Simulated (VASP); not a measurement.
# Sn (Fd-3m) in VASP: notebook

Sn is run at these levels: PBE, RPBE; tasks: single point.

All numbers are computed with VASP 6.6.1; they aren't measurements. Logs are shortened: lines on timing, memory, paths and dates and some standing lists are left out, and cuts for length are marked.

## Step 1: The cell of the first run

The structure is cubic, space group Fd-3m (No. 227). The conventional cell has a = 6.467 Å, b = 6.467 Å, c = 6.467 Å, α = 90.00°, β = 90.00°, γ = 90.00°. Sn (site symmetry -43m) has 4 Sn at 2.80 Å within 3.7 Å.

## Step 2: Single point, PBE

INCAR reads:

```
SYSTEM = Sn
PREC = Accurate
ENCUT = 520
EDIFF = 1E-6
ISMEAR = 0
SIGMA = 0.020999999999999998
LREAL = .False.
LASPH = .True.
NELM = 60
ALGO = Normal
ISIF = 2
LWAVE = .False.
LCHARG = .False.
GGA = PE
NBANDS = 21
```

KPOINTS reads:

```
Automatic mesh
0
Gamma
  7 7 7
  0 0 0
```

POSCAR reads:

```
Sn
1.0
    0.0000000000      3.2333428000      3.2333428000
    3.2333428000      0.0000000000      3.2333428000
    3.2333428000      3.2333428000      0.0000000000
Sn
2
Direct
    0.7500000000      0.7500000000      0.7500000000
    0.5000000000      0.5000000000      0.5000000000
```

Potentials or basis: VASP PAW PBE potentials, release 64 (Sn_d).

Started as:

```console
$ cat potpaw_PBE.64/Sn_d/POTCAR > POTCAR
$ mpirun -np 1 vasp_std > vasp.out
```

OUTCAR:

```text
SYSTEM = Sn
   PREC = Accurate
   ENCUT = 520
   EDIFF = 1E-6
   ISMEAR = 0
   LREAL = .False.
   LASPH = .True.
   NELM = 60
   ISIF = 2
   GGA = PE

 ion  position               nearest neighbor table
   1  0.750  0.750  0.750-   2 2.80   2 2.80   2 2.80   2 2.80
   2  0.500  0.500  0.500-   1 2.80   1 2.80   1 2.80   1 2.80

  LATTYP: Found a face centered cubic cell.
 ALAT       =     6.4666856000

  Lattice vectors:

 A1 = (   0.0000000000,   3.2333428000,   3.2333428000)
 A2 = (   3.2333428000,   0.0000000000,   3.2333428000)
 A3 = (   3.2333428000,   3.2333428000,   0.0000000000)

Analysis of symmetry for initial positions (statically):
=====================================================================
 Subroutine PRICEL returns:
 Original cell was already a primitive cell.

 Routine SETGRP: Setting up the symmetry group for a
 face centered cubic supercell.

 Subroutine GETGRP returns: Found 48 space group operations
 (whereof 24 operations were pure point group operations)
 out of a pool of 48 trial point group operations.

The static configuration has the point symmetry T_d .
 The point group associated with its full space group is O_h .

Analysis of symmetry for dynamics (positions and initial velocities):
=====================================================================
 Subroutine PRICEL returns:
 Original cell was already a primitive cell.

 Routine SETGRP: Setting up the symmetry group for a
 face centered cubic supercell.

 Subroutine GETGRP returns: Found 48 space group operations
 (whereof 24 operations were pure point group operations)
 out of a pool of 48 trial point group operations.

The dynamic configuration has the point symmetry T_d .
 The point group associated with its full space group is O_h .

 Subroutine INISYM returns: Found 48 space group operations
 (whereof 24 operations are pure point group operations),
 and found     1 'primitive' translations

----------------------------------------------------------------------------------------

                                     Primitive cell

  volume of cell :      67.6060

  direct lattice vectors                    reciprocal lattice vectors
     0.000000000  3.233342800  3.233342800    -0.154638723  0.154638723  0.154638723
     3.233342800  0.000000000  3.233342800     0.154638723 -0.154638723  0.154638723
     3.233342800  3.233342800  0.000000000     0.154638723  0.154638723 -0.154638723

  length of vectors
     4.572637240  4.572637240  4.572637240     0.267842124  0.267842124  0.267842124

  position of ions in fractional coordinates (direct lattice)
     0.750000000  0.750000000  0.750000000
     0.500000000  0.500000000  0.500000000

  ion indices of the primitive-cell ions
   primitive index   ion index
                 1           1
                 2           2

----------------------------------------------------------------------------------------

 KPOINTS: Automatic mesh

Automatic generation of k-mesh.
 Grid dimensions read from file:
 generate k-points for:    7    7    7

 Generating k-lattice:

  Cartesian coordinates                     Fractional coordinates (reciprocal lattice)
    -0.022091246  0.022091246  0.022091246     0.142857143  0.000000000  0.000000000
     0.022091246 -0.022091246  0.022091246     0.000000000  0.142857143  0.000000000
     0.022091246  0.022091246 -0.022091246     0.000000000  0.000000000  0.142857143

  Length of vectors
     0.038263161  0.038263161  0.038263161

  Shift w.r.t. Gamma in fractional coordinates (k-lattice)
     0.000000000  0.000000000  0.000000000

 Subroutine IBZKPT returns following result:
 ===========================================

 Found     20 irreducible k-points:

 Following reciprocal coordinates:
            Coordinates               Weight
  0.000000  0.000000  0.000000      1.000000
  0.142857  0.000000  0.000000      8.000000
  0.285714  0.000000  0.000000      8.000000
  0.428571  0.000000  0.000000      8.000000
  0.142857  0.142857  0.000000      6.000000
  0.285714  0.142857  0.000000     24.000000
[... 12 lines left out ...]
 -0.428571  0.428571  0.142857     24.000000
 -0.285714  0.428571  0.142857     24.000000
   k-points           NKPTS =     20   k-points in BZ     NKDIM =     20   number of bands    NBANDS=     21
   number of dos      NEDOS =    301   number of ions     NIONS =      2
   total plane-waves  NPLWV =  46656
   dimension x,y,z NGX =    36 NGY =   36 NGZ =   36
   dimension x,y,z NGXF=    72 NGYF=   72 NGZF=   72
   ions per type =               2
   NGX,Y,Z   is equivalent  to a cutoff of  13.09, 13.09, 13.09 a.u.
   NGXF,Y,Z  is equivalent  to a cutoff of  26.18, 26.18, 26.18 a.u.
 SYSTEM =  Sn
   PREC   = accura    normal or accurate (medium, high low for compatibility)
   ISTART =      0    job   : 0-new  1-cont  2-samecut
   ICHARG =      2    charge: 1-file 2-atom 10-const
   ISPIN  =      1    spin polarized calculation?
   LNONCOLLINEAR =      F non collinear calculations
   LSORBIT =      F    spin-orbit coupling
   LASPH  =      T    aspherical Exc in radial PAW
   ENCUT  =  520.0 eV  38.22 Ry    6.18 a.u.   8.50  8.50  8.50*2*pi/ulx,y,z
   NELM   =     60;   NELMIN=  2; NELMDL= -5     # of ELM steps
   EDIFF  = 0.1E-05   stopping-criterion for ELM
   LREAL  =      F    real-space projection
   EDIFFG = 0.1E-04   stopping-criterion for IOM
   NSW    =      0    number of steps for IOM
   IBRION =     -1    ionic relax: 0-MD 1-quasi-New 2-CG
   NFREE  =      0    steps in history (QN), initial steepest desc. (CG)
   ISIF   =      2    stress and relaxation
   ISYM   =      2    0-nonsym 1-usesym 2-fastsym
   POTIM  = 0.5000    time-step for ionic-motion
   TEBEG  =    0.0;   TEEND  =   0.0 temperature during run
   PSTRESS=    0.0 pullay stress
   NELECT =      28.0000    total number of electrons
   NUPDOWN=      -1.0000    fix difference up-down
   EMIN   =  10.00;   EMAX   =-10.00  energy-range for DOS
   EFERMI =   0.00;   METHOD = LEGACY
   ISMEAR =     0;   SIGMA  =   0.02  broadening in eV -4-tet -1-fermi 0-gaus
   EFERMI_NEDOS =   21; number of points for ismear=-14 and -15
   IALGO  =     38    algorithm
   IMIX   =      4    mixing-type and parameters
     AMIX     =   0.40;   BMIX     =  1.00
     AMIX_MAG =   1.60;   BMIX_MAG =  1.00
  volume/ion in A,a.u.               =      33.80       228.11
  Fermi-wavevector in a.u.,A,eV,Ry     =   1.220298  2.306028 20.260793  1.489126
  Thomas-Fermi vector in A             =   2.355520
   LORBIT       =      0    0 simple, 1 ext, 2 COOP (PROOUT), +10 PAW based schemes
   GGA     = PE    functional components
   LHFCALC =     F    Hartree Fock is set to
   AEXX    =    0.0000 exact exchange contribution
   IVDW    =     0    specifies the selected vdW correction
   LEPSILON=     F    determine dielectric tensor
   LRPA    =     F    only Hartree local field effects (RPA)
 non-spin polarized calculation
 Gauss-broadening in eV      SIGMA  =   0.02
  energy-cutoff  :      520.00
  volume of cell :       67.61
 maximum number of plane-waves:      1841
 NGX is ok and might be reduce to    36
   NGX = 17   NGY = 17   NGZ = 17

 number of electron      28.0000008 magnetization

 Free energy of the ion-electron system (eV)
  ---------------------------------------------------
  ext. energy  EPLUGINS =         0.00000000
  ---------------------------------------------------
  free energy    TOTEN  =        -7.60981144 eV

  energy without entropy =       -7.60959101  energy(sigma->0) =       -7.60970122

 E-fermi :   5.7942     XC(G=0):  -8.9196

 val. band max:        5.4864944244   @ k =   0.1429   0.0000   0.0000
 cond. band min:       5.8042529439   @ k =   0.4286   0.0000   0.0000
 fundamental gap:      0.3177585195
 Fermi energy:         5.7942300257

 k-point     1 :       0.0000    0.0000    0.0000
  band No.  band energies     occupation
      1     -15.9469      2.00000
      2     -15.9469      2.00000
      3     -15.9469      2.00000
      4     -15.8859      2.00000
      5     -15.8859      2.00000
      6     -15.5681      2.00000
[... 13 lines left out ...]
     20      13.7429      0.00000
     21      13.7429      0.00000

 k-point     2 :       0.1429    0.0000    0.0000
  band No.  band energies     occupation
      1     -15.9604      2.00000
      2     -15.9604      2.00000
      3     -15.9420      2.00000
      4     -15.8665      2.00000
      5     -15.8665      2.00000
      6     -15.5939      2.00000
[... 13 lines left out ...]
     20      12.7669      0.00000
     21      12.7669      0.00000

 k-point     3 :       0.2857    0.0000    0.0000
  band No.  band energies     occupation
      1     -15.9764      2.00000
      2     -15.9764      2.00000
      3     -15.9306      2.00000
      4     -15.8390      2.00000
      5     -15.8390      2.00000
      6     -15.6175      2.00000
[... 13 lines left out ...]
     20      12.7858      0.00000
     21      12.7858      0.00000

 k-point     4 :       0.4286    0.0000    0.0000
  band No.  band energies     occupation
      1     -15.9834      2.00000
      2     -15.9834      2.00000
      3     -15.9209      2.00000
      4     -15.8251      2.00000
      5     -15.8251      2.00000
      6     -15.6277      2.00000
[... 13 lines left out ...]
     20      14.0543      0.00000
     21      14.0543      0.00000

 k-point     5 :       0.1429    0.1429    0.0000
  band No.  band energies     occupation
      1     -15.9582      2.00000
      2     -15.9582      2.00000
      3     -15.9558      2.00000
      4     -15.8692      2.00000
      5     -15.8452      2.00000
      6     -15.6327      2.00000
[... 13 lines left out ...]
     20      12.0230      0.00000
     21      13.9697      0.00000

 k-point     6 :       0.2857    0.1429    0.0000
  band No.  band energies     occupation
      1     -15.9826      2.00000
      2     -15.9722      2.00000
      3     -15.9361      2.00000
      4     -15.8448      2.00000
      5     -15.8119      2.00000
      6     -15.6675      2.00000
[... 13 lines left out ...]
     20      13.1407      0.00000
     21      13.7691      0.00000

 k-point     7 :       0.4286    0.1429    0.0000
  band No.  band energies     occupation
      1     -16.0003      2.00000
      2     -15.9842      2.00000
      3     -15.9077      2.00000
      4     -15.8195      2.00000
      5     -15.7977      2.00000
      6     -15.6757      2.00000
[... 13 lines left out ...]
     20      14.2007      0.00000
     21      14.6562      0.00000
[... 195 lines left out ...]
      1     -16.0121      2.00000
      2     -15.9999      2.00000
      3     -15.8606      2.00000
      4     -15.8268      2.00000
      5     -15.7255      2.00000
      6     -15.7161      2.00000
[... 13 lines left out ...]
     20      14.8281      0.00000
     21      16.1010      0.00000

 k-point    17 :       0.4286    0.2857    0.1429
  band No.  band energies     occupation
      1     -15.9954      2.00000
      2     -15.9936      2.00000
      3     -15.9066      2.00000
      4     -15.8211      2.00000
      5     -15.7764      2.00000
      6     -15.7040      2.00000
[... 13 lines left out ...]
     20      14.1054      0.00000
     21      14.7770      0.00000

 k-point    18 :      -0.4286    0.2857    0.1429
  band No.  band energies     occupation
      1     -16.0149      2.00000
      2     -16.0001      2.00000
      3     -15.8697      2.00000
      4     -15.7939      2.00000
      5     -15.7613      2.00000
      6     -15.7132      2.00000
[... 13 lines left out ...]
     20      14.2036      0.00000
     21      14.8980      0.00000

 k-point    19 :      -0.4286    0.4286    0.1429
  band No.  band energies     occupation
      1     -16.0105      2.00000
      2     -16.0081      2.00000
      3     -15.8619      2.00000
      4     -15.7899      2.00000
      5     -15.7589      2.00000
      6     -15.7005      2.00000
[... 13 lines left out ...]
     20      14.7988      0.00000
     21      16.0801      0.00000

 k-point    20 :      -0.2857    0.4286    0.1429
  band No.  band energies     occupation
      1     -16.0221      2.00000
      2     -16.0090      2.00000
      3     -15.8372      2.00000
      4     -15.7674      2.00000
      5     -15.7482      2.00000
      6     -15.7148      2.00000
[... 13 lines left out ...]
     20      14.5171      0.00000
     21      16.3113      0.00000

------------------------ aborting loop because EDIFF is reached ----------------------------------------

  FORCE on cell =-STRESS in cart. coord.  units (eV):
  Direction    XX          YY          ZZ          XY          YZ          ZX
  --------------------------------------------------------------------------------------
  -------------------------------------------------------------------------------------
  Total        1.5952928      1.5952928      1.5952928     -0.0000000      0.0000000     -0.0000000
  in kB       37.8064367     37.8064367     37.8064367     -0.0000000      0.0000000     -0.0000000
  external PRESSURE =      37.8064367 kB  Pullay stress =       0.0000000 kB

 VOLUME and BASIS-vectors are now :
 -----------------------------------------------------------------------------
  energy-cutoff  :      520.00
  volume of cell :       67.61
      direct lattice vectors                 reciprocal lattice vectors
     0.000000000  3.233342800  3.233342800    -0.154638723  0.154638723  0.154638723
     3.233342800  0.000000000  3.233342800     0.154638723 -0.154638723  0.154638723
     3.233342800  3.233342800  0.000000000     0.154638723  0.154638723 -0.154638723

 POSITION                                       TOTAL-FORCE (eV/Angst)
 -----------------------------------------------------------------------------------
      4.85001      4.85001      4.85001        -0.000000     -0.000000     -0.000000
      3.23334      3.23334      3.23334         0.000000      0.000000      0.000000
 -----------------------------------------------------------------------------------
    total drift:                                0.000000      0.000000      0.000000

  FREE ENERGIE OF THE ION-ELECTRON SYSTEM (eV)
  ---------------------------------------------------
  free  energy   TOTEN  =        -7.6098114364 eV

  energy  without entropy=       -7.6095910051  energy(sigma->0) =       -7.60970122
```

Run time: 20 s. Hardware: 1 thread of Intel Xeon Platinum 8259CL at 2.50GHz (Skylake/Cascade Lake), shared host; peak memory 0.2 GiB.

What came out:

* Free energy: -7.6098 eV
* Pressure: 3.8 GPa
* Band gap on the k mesh: zero (band 14 reaches 5.84 eV, above the bottom of band 15 at 5.80 eV)

Caveat: spin-orbit coupling is left out, which moves the levels of the heavy elements.

## Step 3: Single point, RPBE

INCAR reads:

```
SYSTEM = Sn
ALGO = Normal ; EDIFF = 1E-6
ENCUT = 520 ; GGA = RP
ISIF = 2 ; ISMEAR = -1
LASPH = .TRUE. ; LCHARG = .TRUE.
LELF = .TRUE. ; LREAL = .FALSE.
LVHAR = .TRUE. ; LWAVE = .FALSE.
NBANDS = 21 ; NELM = 100
PREC = Accurate ; SIGMA = 0.05
```

KPOINTS reads:

```
k-points
0
G
  7 7 7
  0 0 0
```

POSCAR is that of step 2.

Potentials or basis: VASP PAW PBE potentials, release 64 (Sn_d).

Started as:

```console
$ cat potpaw_PBE.64/Sn_d/POTCAR > POTCAR
$ mpirun -np 1 vasp_std > vasp.out
```

OUTCAR:

```text
SYSTEM = Sn
   EDIFF = 1E-6
   ENCUT = 520
   GGA = RP
   ISIF = 2
   ISMEAR = -1
   LASPH = .TRUE.
   LREAL = .FALSE.
   NELM = 100
   PREC = Accurate

 ion  position               nearest neighbor table
   1  0.750  0.750  0.750-   2 2.80   2 2.80   2 2.80   2 2.80
   2  0.500  0.500  0.500-   1 2.80   1 2.80   1 2.80   1 2.80

  LATTYP: Found a face centered cubic cell.
 ALAT       =     6.4666856000

  Lattice vectors:

 A1 = (   0.0000000000,   3.2333428000,   3.2333428000)
[... 661 lines left out ...]
------------------------ aborting loop because EDIFF is reached ----------------------------------------

  FORCE on cell =-STRESS in cart. coord.  units (eV):
  Direction    XX          YY          ZZ          XY          YZ          ZX
  --------------------------------------------------------------------------------------
  -------------------------------------------------------------------------------------
  Total        2.1849949      2.1849949      2.1849949      0.0000000     -0.0000000      0.0000000
  in kB       51.7816352     51.7816352     51.7816352      0.0000000     -0.0000000      0.0000000
  external PRESSURE =      51.7816352 kB  Pullay stress =       0.0000000 kB

 VOLUME and BASIS-vectors are now :
 -----------------------------------------------------------------------------
  energy-cutoff  :      520.00
  volume of cell :       67.61
      direct lattice vectors                 reciprocal lattice vectors
     0.000000000  3.233342800  3.233342800    -0.154638723  0.154638723  0.154638723
     3.233342800  0.000000000  3.233342800     0.154638723 -0.154638723  0.154638723
     3.233342800  3.233342800  0.000000000     0.154638723  0.154638723 -0.154638723

 POSITION                                       TOTAL-FORCE (eV/Angst)
 -----------------------------------------------------------------------------------
      4.85001      4.85001      4.85001        -0.000000      0.000000      0.000000
      3.23334      3.23334      3.23334         0.000000     -0.000000     -0.000000
 -----------------------------------------------------------------------------------
    total drift:                                0.000000      0.000000      0.000000

  FREE ENERGIE OF THE ION-ELECTRON SYSTEM (eV)
  ---------------------------------------------------
  free  energy   TOTEN  =        -6.8984517092 eV

  energy  without entropy=       -6.8968264443  energy(sigma->0) =       -6.89763908
```

OSZICAR:

```text
N       E                     dE             d eps       ncg     rms          rms(c)
DAV:   1     0.231871215937E+03    0.23187E+03   -0.14850E+04   868   0.195E+03
DAV:   2     0.186997616081E+02   -0.21317E+03   -0.20861E+03   855   0.456E+02
DAV:   3    -0.611000008296E+01   -0.24810E+02   -0.24681E+02   975   0.142E+02
DAV:   4    -0.689268224627E+01   -0.78268E+00   -0.78239E+00   935   0.285E+01
DAV:   5    -0.691903068090E+01   -0.26348E-01   -0.26348E-01  1204   0.507E+00    0.334E+00
DAV:   6    -0.689866723036E+01    0.20363E-01   -0.24200E-02  1146   0.176E+00    0.201E+00
DAV:   7    -0.689406733494E+01    0.45999E-02   -0.46801E-02   944   0.219E+00    0.168E-01
DAV:   8    -0.689770722672E+01   -0.36399E-02   -0.78248E-03   925   0.884E-01    0.456E-02
DAV:   9    -0.689827129549E+01   -0.56407E-03   -0.72593E-04   950   0.224E-01    0.207E-02
DAV:  10    -0.689843836263E+01   -0.16707E-03   -0.33785E-04  1050   0.962E-02    0.747E-03
DAV:  11    -0.689845101234E+01   -0.12650E-04   -0.25584E-05   955   0.497E-02    0.238E-03
DAV:  12    -0.689845170916E+01   -0.69682E-06   -0.32782E-06   760   0.152E-02
   1 F= -.68984517E+01 E0= -.68976391E+01  d E =-.162526E-02
```

It took 21 s on 1 thread of Intel Xeon Platinum 8259CL at 2.50GHz (Skylake/Cascade Lake), shared host; peak memory 0.2 GiB.

Results:

- Free energy: -6.8985 eV
- Pressure: 5.2 GPa
- Band gap on the k mesh: zero (filled and empty bands touch)

Caveat: the PAW data sets were made with another functional, which shifts forces and pressure a little; spin-orbit coupling is left out, which moves the levels of the heavy elements.
